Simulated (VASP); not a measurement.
A run of VASP 6.6.1:

POSCAR

```
Pt
1.0
    2.7294839214      0.0000000000      0.0000000000
   -1.3647419607      2.3638024151      0.0000000000
    0.0000000000      0.0000000000      9.8102718389
Pt
4
Direct
    0.3333333333      0.6666666667      0.3809354293
    0.6666666667      0.3333333333      0.8809354293
    0.6666666667      0.3333333333      0.6190645707
    0.3333333333      0.6666666667      0.1190645707
```

Contents of INCAR.step1:

```
SYSTEM = Pt
  PREC = Accurate
  ENCUT = 520
  ISMEAR = 0
  SIGMA = 0.1
  LREAL = .False.
  LASPH = .True.
  NELM = 100
  NBANDS = 28
  GGA = PE
  ALGO = Normal
  EDIFF = 1E-4
  LWAVE = .True.
  LCHARG = .False.
```

The input INCAR.step2:

```
SYSTEM = Pt
  PREC = Accurate
  ENCUT = 520
  EDIFF = 1E-6
  ISMEAR = 0
  SIGMA = 0.1
  LREAL = .False.
  LASPH = .True.
  NELM = 100
  ALGO = Normal
  ISIF = 2
  LWAVE = .False.
  LCHARG = .False.
  METAGGA = R2SCAN
  LMIXTAU = .True.
  NBANDS = 28
  ISTART = 1
```

KPOINTS

```
Automatic mesh
0
Gamma
  6 6 4
  0 0 0
```

Potentials or basis: VASP PAW PBE potentials, release 64 (Pt).

Run with:

```console
$ cat potpaw_PBE.64/Pt/POTCAR > POTCAR
$ cp INCAR.step1 INCAR
$ mpirun -np 1 vasp_std > vasp.out
$ cp INCAR.step2 INCAR
$ mpirun -np 1 vasp_std > vasp.out
```

Hardware: 1 thread of Intel(R) Xeon(R) Platinum 8488C (Sapphire Rapids) (shared host).

Q: How long does it take, and how much memory?

A: Wall time 96 s on 1 thread of Intel(R) Xeon(R) Platinum 8488C (Sapphire Rapids), with other jobs on the host, peak memory 0.19 GiB. Counts: k points 21.
